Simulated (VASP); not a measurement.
Here is a VASP 6.6.1 calculation.

Contents of INCAR:

```
ALGO = Normal
EDIFF = 1E-8
ENCUT = 520
GGA = PE
ISIF = 2
ISMEAR = -1
LASPH = T
LCHARG = F
LEFG = T
LREAL = F
LWAVE = F
NBANDS = 36
NELM = 60
PREC = Accurate
SIGMA = 0.05
```

KPOINTS

```
k-points
0
Gamma
  11 11 6
```

POSCAR

```
Ge
1.0
    3.9975858431      0.0000000000      0.0000000000
   -1.9987929216      3.4620108940      0.0000000000
    0.0000000000      0.0000000000      6.5993779500
Ge
4
Direct
    0.6666666667      0.3333333333      0.0629012500
    0.3333333333      0.6666666667      0.5629012500
    0.6666666667      0.3333333333      0.4370987500
    0.3333333333      0.6666666667      0.9370987500
```

Potentials or basis: VASP PAW PBE potentials, release 64 (Ge_d).

Run with:

```console
$ cat potpaw_PBE.64/Ge_d/POTCAR > POTCAR
$ mpirun -np 1 vasp_std > vasp.out
```

Task: What does it give for the band gap on the k mesh?

Result: 0.02 eV (least direct gap 0.07 eV).

Task: Estimate the pressure.

Result: 2.9 GPa.

Task: What does it give for the largest force?

Result: 0.008 eV/Å.

Forces on the atoms (eV/Å):
```
Ge   0.000  0.000  0.008
Ge   0.000  0.000  0.008
Ge   0.000  0.000 -0.008
Ge   0.000  0.000 -0.008
```

Caveat: the smearing spreads over this small gap; without QUAD_EFG the Cq values of the log hold for a quadrupole moment of 1 mb, not for the nuclei. A k mesh can miss the band edges.
